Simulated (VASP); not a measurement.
Input of a VASP 6.6.1 run:

Contents of INCAR:

```
  PREC = Accurate
  ENCUT = 700
  EDIFF = 1E-6
  ISMEAR = 0
  SIGMA = 0.2
  LREAL = False
  LASPH = True
  NELM = 120
  ALGO = Normal
  ISIF = 2
  LWAVE = False
  LCHARG = False
  GGA = PE
  NBANDS = 46
  GGA_COMPAT = False
```

File KPOINTS:

```
Automatic mesh
0
Gamma
  3 3 3
```

The input POSCAR:

```
Zr2Ta3O2
1.0
    5.6114711316      0.0000000000      0.0000000000
    0.0000000000      5.6114711316      0.0000000000
    0.0000000000      0.0000000000      5.5193482395
Zr Ta O
2 3 2
Direct
    0.0000000000      0.5000000000      0.5000000000
    0.5000000000      0.0000000000      0.5000000000
    0.0000000000      0.0000000000      0.5000000000
    0.0000000000      0.0000000000      0.0000000000
    0.5000000000      0.5000000000      0.5000000000
    0.5000000000      0.5000000000      0.1728686658
    0.5000000000      0.5000000000      0.8271313342
```

Potentials or basis: VASP PAW PBE potentials, release 64 (Zr_sv, Ta_sv_GW, O).

The run is started by

```bash
$ cat potpaw_PBE.64/Zr_sv/POTCAR potpaw_PBE.64/Ta_sv_GW/POTCAR potpaw_PBE.64/O/POTCAR > POTCAR
$ mpirun -np 1 vasp_std > vasp.out
```

Question: What does it give for the band gap on the k mesh?

Answer: Zero (an odd number of electrons rules out a gap without spin polarisation).

Question: What does it give for the pressure?

Answer: 0.3 GPa.

Stress tensor (GPa, compression positive):
```
0.23 0.00 0.00
0.00 0.23 0.00
0.00 0.00 0.45
```

Caveat: the k points lie up to 0.38 Å⁻¹ apart, too coarse for converged energies and pressures of a metal; spin-orbit coupling is left out, which moves the levels of the heavy elements.
